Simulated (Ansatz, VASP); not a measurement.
Rh: VASP beside Ansatz

```
Rh
1.0
     1.81456    1.04764    1.42774
    -1.81456    1.04764    1.42774
     0.00000   -2.09528    1.42774
Rh
1
Direct
  0.00000 0.00000 0.00000
```

Alike in both runs: task relaxation of cell and atoms; functional PBE; k mesh 21 × 21 × 21; occupations gaussian, width 0.1 eV; no spin polarisation.

```csv
,VASP,Ansatz
version,VASP 6.6.1,Ansatz 0.2.0
potentials or method,"VASP PAW PBE potentials, release 64 (Rh_pv), cutoff 600 eV","scalar-relativistic, plane waves, PAW"
valence electrons in the cell,15,17
```

VASP gave:

* gap on the k mesh at the Fermi level, each at its own relaxed structure (eV): none
* relaxed volume (Å³/atom): 16.29
* relaxed cell length with the largest relative difference (Å): 2.535

Task: What did Ansatz give for the same quantities?

Result: gap on the k mesh at the Fermi level, each at its own relaxed structure (eV): none; relaxed volume (Å³/atom): 16.30; relaxed cell length with the largest relative difference (Å): 2.536.

A gap of «none» marks a metal or a gap that the smearing closes. VASP's potentials hold 15 valence electrons a cell and Ansatz's 17, so a difference there can come from the potentials and not from the codes.
